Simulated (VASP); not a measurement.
Input of a VASP 6.6.1 run:

The input INCAR:

```
SYSTEM = CuI
PREC = Accurate ; ENCUT = 520
EDIFF = 1E-7 ; ISMEAR = 0
SIGMA = 0.012 ; LREAL = .False.
LASPH = .True. ; NELM = 80
ALGO = Normal ; ISIF = 2
LWAVE = .False. ; LCHARG = .False.
GGA = PE ; NBANDS = 16
```

Contents of KPOINTS:

```
regular mesh
0
Gamma
  8 8 8
  0 0 0
```

Contents of POSCAR:

```
CuI
1.0
    0.0000000000      3.0315000000      3.0315000000
    3.0315000000      0.0000000000      3.0315000000
    3.0315000000      3.0315000000      0.0000000000
I Cu
1 1
Direct
    0.0000000000      0.0000000000      0.0000000000
    0.7500000000      0.7500000000      0.7500000000
```

Potentials or basis: VASP PAW PBE potentials, release 64 (I, Cu).

Run with:

```sh
$ cat potpaw_PBE.64/I/POTCAR potpaw_PBE.64/Cu/POTCAR > POTCAR
$ mpirun -np 1 vasp_std > vasp.out
```

Question: Estimate the pressure.

Answer: 0.3 GPa.

Question: What does it give for the band gap on the k mesh?

Answer: 1.14 eV.

Caveat: spin-orbit coupling is left out, which moves the levels of the heavy elements. Expect the measured gap to be larger: semilocal functionals such as PBE lack the derivative discontinuity.
